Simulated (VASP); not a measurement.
# Ti5Al16 (a cell with a defect) in VASP: single point with PBE

Aim: the single point of Ti5Al16 (a cell with a defect) with PBE.

Program: VASP 6.6.1. These are calculated values, not measurements. Logs are shortened: lines on timing, memory, paths and dates and some standing lists are left out, and cuts for length are marked.

**1. The cell of the first run**

The cell holds a defect, 21 atoms: a = 7.454 Å, b = 7.454 Å, c = 7.454 Å, α = 109.32°, β = 109.55°, γ = 109.55°.

**2. Single point, PBE (with an interstitial atom, then relaxed in part)**

INCAR

```
ALGO = Normal
EDIFF = 1E-7
ENCUT = 520
GGA = PE
ISIF = 2
ISMEAR = 0
LASPH = T
LCHARG = F
LREAL = Auto
LWAVE = F
NBANDS = 70
NELM = 100
PREC = Accurate
SIGMA = 0.1
```

KPOINTS

```
Automatic mesh
0
Gamma
  4 4 4
  0.5 0.5 0.5
```

POSCAR

```
Ti5Al16
1.0
   -5.7680202884     -1.9226734295      4.3114047960
   -1.9226734295      5.7680202884     -4.3114047960
    1.9226734295     -5.7680202884     -4.3114047960
Ti Al
5 16
Direct
    0.3760325680      0.6109700181      0.8198554109
    0.0225877812      0.0432968153      0.0342185801
    0.1989944412      0.8112410922      0.4110587215
    0.8080891871      0.1880550348      0.6117347363
    0.5903309704      0.4029815676      0.1791691937
    0.8107734162      0.7474570421      0.1630017708
    0.3834155156      0.0597254092      0.2712647233
    0.5873227083      0.9517965450      0.7357883272
    0.1993078709      0.3112402071      0.9111143547
    1.0155269730      0.4864208215      0.4746698422
    0.6990791793      0.0612817004      0.1612176382
    0.3243666031      0.4660595510      0.3764427202
    0.5098243581      0.2816079454      0.7562111893
    0.0745935343      0.6518975229      0.9413613831
    0.8888810570      0.8460061530      0.5707067111
    0.4892062913      0.7509242359      0.2603064543
    0.1089794457      0.1617240523      0.4715718397
    0.2894838418      0.9619751572      0.8521373129
    0.9092254568      0.3704677830      0.0605843907
    0.7002241011      0.4319569485      0.5316938659
    0.6990731077      0.6908451756      0.7903818451
```

Potentials or basis: VASP PAW PBE potentials, release 64 (Ti_sv, Al).

Started as:

```console
> cat potpaw_PBE.64/Ti_sv/POTCAR potpaw_PBE.64/Al/POTCAR > POTCAR
> mpirun -np 1 vasp_std > vasp.out
```

OUTCAR:

```text
EDIFF = 1E-7
   ENCUT = 520
   GGA = PE
   ISIF = 2
   ISMEAR = 0
   LASPH = T
   LREAL = Auto
   NELM = 100
   PREC = Accurate

 ion  position               nearest neighbor table
   1  0.376  0.611  0.820-  21 2.38   9 2.61  10 2.61  14 2.76  16 2.81  18 2.85  17 2.87   8 2.89
                            11 2.89  13 2.90   6 2.93  12 2.96
   2  0.023  0.043  0.034-  21 2.38   9 2.61   7 2.61  12 2.76  19 2.81  17 2.85  18 2.87   6 2.89
                            11 2.90  15 2.91   8 2.94  14 2.96
   3  0.199  0.811  0.411-  10 2.63   6 2.63   7 2.63   8 2.63  17 2.84  19 2.84  16 2.84  18 2.84
                            15 2.98  14 2.98  13 2.98  12 2.98
   4  0.808  0.188  0.612-  20 2.38   8 2.61   9 2.61  15 2.76  17 2.81  16 2.85  19 2.87   7 2.89
                            11 2.90  14 2.91  10 2.94  13 2.95
   5  0.590  0.403  0.179-  20 2.38   9 2.61   6 2.61  13 2.76  18 2.81  19 2.85  16 2.87  10 2.90
                            11 2.90  12 2.90   7 2.94  15 2.96
   6  0.811  0.747  0.163-  21 2.45   5 2.61   3 2.63  17 2.66  15 2.68  16 2.73  11 2.74   2 2.89
                             1 2.93  19 3.06  14 3.07  13 3.09
   7  0.383  0.060  0.271-  20 2.45   2 2.61   3 2.63  16 2.66  14 2.68  18 2.73  11 2.74   4 2.89
                             5 2.94  17 3.05  13 3.07  12 3.09
   8  0.587  0.952  0.736-  21 2.45   4 2.61   3 2.63  18 2.65  13 2.68  19 2.73  11 2.73   1 2.89
                             2 2.94  16 3.06  12 3.07  15 3.10
   9  0.199  0.311  0.911-   5 2.61   4 2.61   1 2.61   2 2.61  18 2.83  17 2.83  19 2.83  16 2.84
                            15 2.95  12 2.95  13 2.95  14 2.95
  10  0.016  0.486  0.475-  20 2.45   1 2.61   3 2.63  19 2.65  12 2.67  17 2.73  11 2.73   5 2.90
                             4 2.94  18 3.06  15 3.08  14 3.10
  11  0.699  0.061  0.161-  10 2.73   8 2.73   6 2.74   7 2.74  16 2.80  18 2.80  17 2.80  19 2.80
                             1 2.89   2 2.90   4 2.90   5 2.90  20 3.19  21 3.20
  12  0.324  0.466  0.376-  16 2.64  10 2.67   2 2.76  17 2.76  20 2.78  21 2.79  19 2.86   5 2.90
                             9 2.95   1 2.96   3 2.98   8 3.07   7 3.09
  13  0.510  0.282  0.756-  17 2.64   8 2.68   5 2.76  19 2.76  21 2.78  20 2.80  18 2.86   1 2.90
                             9 2.95   4 2.95   3 2.98   7 3.07   6 3.09
  14  0.075  0.652  0.941-  19 2.64   7 2.68   1 2.76  18 2.76  20 2.78  21 2.80  16 2.85   4 2.91
                             9 2.95   2 2.96   3 2.98   6 3.07  10 3.10
  15  0.889  0.846  0.571-  18 2.64   6 2.68   4 2.76  16 2.76  21 2.78  20 2.80  17 2.86   2 2.91
                             9 2.95   5 2.96   3 2.98  10 3.08   8 3.10
  16  0.489  0.751  0.260-  12 2.64   7 2.66   6 2.73  15 2.76  11 2.80   1 2.81   9 2.84   3 2.84
                             4 2.85  14 2.85   5 2.87   8 3.06
  17  0.109  0.162  0.472-  13 2.64   6 2.66  10 2.73  12 2.76  11 2.80   4 2.81   9 2.83   3 2.84
                             2 2.85  15 2.86   1 2.87   7 3.05
  18  0.289  0.962  0.852-  15 2.64   8 2.65   7 2.73  14 2.76  11 2.80   5 2.81   9 2.83   3 2.84
                             1 2.85  13 2.86   2 2.87  10 3.06
  19  0.909  0.370  0.061-  14 2.64  10 2.65   8 2.73  13 2.76  11 2.80   2 2.81   9 2.83   3 2.84
                             5 2.85  12 2.86   4 2.87   6 3.06
  20  0.700  0.432  0.532-  21 2.24   4 2.38   5 2.38  10 2.45   7 2.45  14 2.78  12 2.78  15 2.80
                            13 2.80  11 3.19
  21  0.699  0.691  0.790-  20 2.24   1 2.38   2 2.38   8 2.45   6 2.45  13 2.78  15 2.78  12 2.79
                            14 2.80  11 3.20

  LATTYP: Found a body centered tetragonal cell.
 ALAT       =     8.5984569737
 C/A-ratio  =     1.0028322080

  Lattice vectors:

 A1 = (   1.9226734295,  -5.7680202884,   4.3114047960)
 A2 = (  -1.9226734295,   5.7680202884,   4.3114047960)
 A3 = (  -5.7680202884,  -1.9226734295,  -4.3114047960)

Analysis of symmetry for initial positions (statically):
=====================================================================
 Subroutine PRICEL returns:
 Original cell was already a primitive cell.

 Routine SETGRP: Setting up the symmetry group for a
 body centered tetragonal supercell.

 Subroutine GETGRP returns: Found  1 space group operations
 (whereof  1 operations were pure point group operations)
 out of a pool of 16 trial point group operations.

The static configuration has the point symmetry C_1 .

Analysis of symmetry for dynamics (positions and initial velocities):
=====================================================================
 Subroutine PRICEL returns:
 Original cell was already a primitive cell.

 Routine SETGRP: Setting up the symmetry group for a
 body centered tetragonal supercell.

 Subroutine GETGRP returns: Found  1 space group operations
 (whereof  1 operations were pure point group operations)
 out of a pool of 16 trial point group operations.

The dynamic configuration has the point symmetry C_1 .

 Subroutine INISYM returns: Found  1 space group operations
 (whereof  1 operations are pure point group operations),
 and found     1 'primitive' translations

----------------------------------------------------------------------------------------

                                     Primitive cell

  volume of cell :     318.7571

  direct lattice vectors                    reciprocal lattice vectors
    -5.768020288 -1.922673430  4.311404796    -0.156032738 -0.052010913  0.000000000
    -1.922673430  5.768020288 -4.311404796    -0.104021826  0.052010913 -0.115971481
     1.922673430 -5.768020288 -4.311404796    -0.052010913 -0.104021826 -0.115971481

  length of vectors
     7.453518798  7.453518798  7.453518798     0.164472947  0.164240859  0.164240859

  position of ions in fractional coordinates (direct lattice)
     0.376032568  0.610970018  0.819855411
     0.022587781  0.043296815  0.034218580
     0.198994441  0.811241092  0.411058721
     0.808089187  0.188055035  0.611734736
     0.590330970  0.402981568  0.179169194
     0.810773416  0.747457042  0.163001771
[... 13 lines left out ...]
     0.700224101  0.431956949  0.531693866
     0.699073108  0.690845176  0.790381845

  ion indices of the primitive-cell ions
   primitive index   ion index
                 1           1
                 2           2
                 3           3
                 4           4
                 5           5
                 6           6
[... 13 lines left out ...]
                20          20
                21          21

----------------------------------------------------------------------------------------

 KPOINTS: Automatic mesh

Automatic generation of k-mesh.
 Grid dimensions read from file:
 generate k-points for:    4    4    4

 Generating k-lattice:

  Cartesian coordinates                     Fractional coordinates (reciprocal lattice)
    -0.039008185 -0.013002728  0.000000000     0.250000000  0.000000000  0.000000000
    -0.026005456  0.013002728 -0.028992870    -0.000000000  0.250000000  0.000000000
    -0.013002728 -0.026005456 -0.028992870    -0.000000000  0.000000000  0.250000000

  Length of vectors
     0.041118237  0.041060215  0.041060215

  Shift w.r.t. Gamma in fractional coordinates (k-lattice)
     0.500000000  0.500000000  0.500000000

 Subroutine IBZKPT returns following result:
 ===========================================

 Found     32 irreducible k-points:

 Following reciprocal coordinates:
            Coordinates               Weight
  0.125000  0.125000  0.125000      2.000000
 -0.125000 -0.125000  0.375000      2.000000
 -0.375000  0.125000  0.125000      2.000000
 -0.125000  0.375000 -0.125000      2.000000
  0.375000  0.125000  0.125000      2.000000
 -0.125000 -0.375000 -0.375000      2.000000
[... 16 lines left out ...]
  0.375000  0.375000  0.375000      2.000000
  0.125000 -0.125000  0.125000      2.000000
 [... further k-points ...]
   k-points           NKPTS =     32   k-points in BZ     NKDIM =     32   number of bands    NBANDS=     70
   number of dos      NEDOS =    301   number of ions     NIONS =     21
   total plane-waves  NPLWV = 175616
   dimension x,y,z NGX =    56 NGY =   56 NGZ =   56
   dimension x,y,z NGXF=   112 NGYF=  112 NGZF=  112
   ions per type =               5  16
   NGX,Y,Z   is equivalent  to a cutoff of  12.49, 12.49, 12.49 a.u.
   NGXF,Y,Z  is equivalent  to a cutoff of  24.98, 24.98, 24.98 a.u.
 SYSTEM =  unknown system
   PREC   = accura    normal or accurate (medium, high low for compatibility)
   ISTART =      0    job   : 0-new  1-cont  2-samecut
   ICHARG =      2    charge: 1-file 2-atom 10-const
   ISPIN  =      1    spin polarized calculation?
   LNONCOLLINEAR =      F non collinear calculations
   LSORBIT =      F    spin-orbit coupling
   LASPH  =      T    aspherical Exc in radial PAW
   ENCUT  =  520.0 eV  38.22 Ry    6.18 a.u.  13.86 13.86 13.86*2*pi/ulx,y,z
   NELM   =    100;   NELMIN=  2; NELMDL= -5     # of ELM steps
   EDIFF  = 0.1E-06   stopping-criterion for ELM
   LREAL  =      T    real-space projection
   EDIFFG = 0.1E-05   stopping-criterion for IOM
   NSW    =      0    number of steps for IOM
   IBRION =     -1    ionic relax: 0-MD 1-quasi-New 2-CG
   NFREE  =      0    steps in history (QN), initial steepest desc. (CG)
   ISIF   =      2    stress and relaxation
   ISYM   =      2    0-nonsym 1-usesym 2-fastsym
   POTIM  = 0.5000    time-step for ionic-motion
   TEBEG  =    0.0;   TEEND  =   0.0 temperature during run
   PSTRESS=    0.0 pullay stress
   NELECT =     108.0000    total number of electrons
   NUPDOWN=      -1.0000    fix difference up-down
   EMIN   =  10.00;   EMAX   =-10.00  energy-range for DOS
   EFERMI =   0.00;   METHOD = LEGACY
   ISMEAR =     0;   SIGMA  =   0.10  broadening in eV -4-tet -1-fermi 0-gaus
   EFERMI_NEDOS =   21; number of points for ismear=-14 and -15
   IALGO  =     38    algorithm
   IMIX   =      4    mixing-type and parameters
     AMIX     =   0.40;   BMIX     =  1.00
     AMIX_MAG =   1.60;   BMIX_MAG =  1.00
  volume/ion in A,a.u.               =      15.18       102.43
  Fermi-wavevector in a.u.,A,eV,Ry     =   1.141290  2.156726 17.722182  1.302544
  Thomas-Fermi vector in A             =   2.277991
   LORBIT       =      0    0 simple, 1 ext, 2 COOP (PROOUT), +10 PAW based schemes
   GGA     = PE    functional components
   LHFCALC =     F    Hartree Fock is set to
   AEXX    =    0.0000 exact exchange contribution
   IVDW    =     0    specifies the selected vdW correction
   LEPSILON=     F    determine dielectric tensor
   LRPA    =     F    only Hartree local field effects (RPA)
 non-spin polarized calculation
 Gauss-broadening in eV      SIGMA  =   0.10
  energy-cutoff  :      520.00
  volume of cell :      318.76
 maximum number of plane-waves:      8619
   NGX = 27   NGY = 27   NGZ = 27

 number of electron     108.0000004 magnetization

 Free energy of the ion-electron system (eV)
  ---------------------------------------------------
  ext. energy  EPLUGINS =         0.00000000
  ---------------------------------------------------
  free energy    TOTEN  =      -102.01086906 eV

  energy without entropy =     -101.97825989  energy(sigma->0) =     -101.99456448

 E-fermi :   8.9127     XC(G=0): -10.8761

 val. band max:        8.8901244633   @ k =  -0.1250  -0.3750   0.1250
 cond. band min:       9.0316835658   @ k =  -0.1250  -0.3750   0.1250
 fundamental gap:      0.1415591025
 Fermi energy:         8.9127160461

 k-point     1 :       0.1250    0.1250    0.1250
  band No.  band energies     occupation
      1     -47.6475      2.00000
      2     -47.5655      2.00000
      3     -47.5644      2.00000
      4     -47.5637      2.00000
      5     -47.5624      2.00000
      6     -23.9952      2.00000
[... 1645 lines left out ...]
     65      10.5606      0.00000
     66      10.6001      0.00000

 [... further k-points ...]

 [bands above 66 left out]

------------------------ aborting loop because EDIFF is reached ----------------------------------------

  FORCE on cell =-STRESS in cart. coord.  units (eV):
  Direction    XX          YY          ZZ          XY          YZ          ZX
  --------------------------------------------------------------------------------------
  -------------------------------------------------------------------------------------
  Total       17.6474319     17.6176968     22.0291305     -0.0032232     -0.0274443     -0.0318148
  in kB       88.7017628     88.5523048    110.7256128     -0.0162007     -0.1379441     -0.1599118
  external PRESSURE =      95.9932268 kB  Pullay stress =       0.0000000 kB

 VOLUME and BASIS-vectors are now :
 -----------------------------------------------------------------------------
  energy-cutoff  :      520.00
  volume of cell :      318.76
      direct lattice vectors                 reciprocal lattice vectors
    -5.768020288 -1.922673430  4.311404796    -0.156032738 -0.052010913  0.000000000
    -1.922673430  5.768020288 -4.311404796    -0.104021826  0.052010913 -0.115971481
     1.922673430 -5.768020288 -4.311404796    -0.052010913 -0.104021826 -0.115971481

 POSITION                                       TOTAL-FORCE (eV/Angst)
 -----------------------------------------------------------------------------------
     -1.76735     -1.92784     -4.54764         0.018739      0.008554     -0.000949
     -0.14774      0.00893     -0.23682        -0.001473     -0.011815     -0.001725
     -1.91722      1.92566     -4.41188        -0.008304     -0.006710      0.005555
     -3.84648     -3.99748      0.03578         0.005434     -0.007514      0.018983
     -3.83536      0.15594      0.03527        -0.007055     -0.006181     -0.000099
     -5.80027      1.81230     -0.42978        -0.004078     -0.000656     -0.005675
[... 13 lines left out ...]
     -3.84715     -1.92159     -1.13574         0.003749      0.003998     -0.008952
     -3.84089     -1.91822     -3.37218        -0.004127      0.005201      0.010217
 -----------------------------------------------------------------------------------
    total drift:                                0.023772     -0.027611      0.023027

  FREE ENERGIE OF THE ION-ELECTRON SYSTEM (eV)
  ---------------------------------------------------
  free  energy   TOTEN  =      -102.0108690615 eV

  energy  without entropy=     -101.9782598905  energy(sigma->0) =     -101.99456448
```

It took 59 min on 1 thread of Intel Xeon 8259CL, shared host; peak memory 0.7 GiB.

What came out:

```
Free energy            : -102.0109 eV
Pressure               : 9.6 GPa
Largest force          : 0.021 eV/Å
Band gap on the k mesh : zero (bands 54 and 55 overlap by 0.02 eV)
```

Forces in eV/Å, atoms in the order of the input:
```
Ti   0.019  0.009 -0.001
Ti  -0.001 -0.012 -0.002
Ti  -0.008 -0.007  0.006
Ti   0.005 -0.008  0.019
Ti  -0.007 -0.006  0.000
Al  -0.004 -0.001 -0.006
Al   0.005  0.000  0.004
Al   0.000  0.002 -0.002
Al   0.003  0.001 -0.001
Al  -0.005  0.001  0.005
Al   0.000  0.000 -0.003
Al  -0.003  0.001  0.002
Al   0.001 -0.011 -0.001
Al  -0.003  0.001  0.000
Al   0.000  0.009 -0.001
Al  -0.004  0.002 -0.006
Al   0.009  0.006 -0.005
Al  -0.010  0.000 -0.006
Al   0.006  0.002 -0.005
Al   0.004  0.004 -0.009
Al  -0.004  0.005  0.010
```

Caveat: the cell differs from its parent crystal (with an interstitial atom, then relaxed in part).

The gap in the log of VASP goes by the Fermi energy; the results here count the filled bands.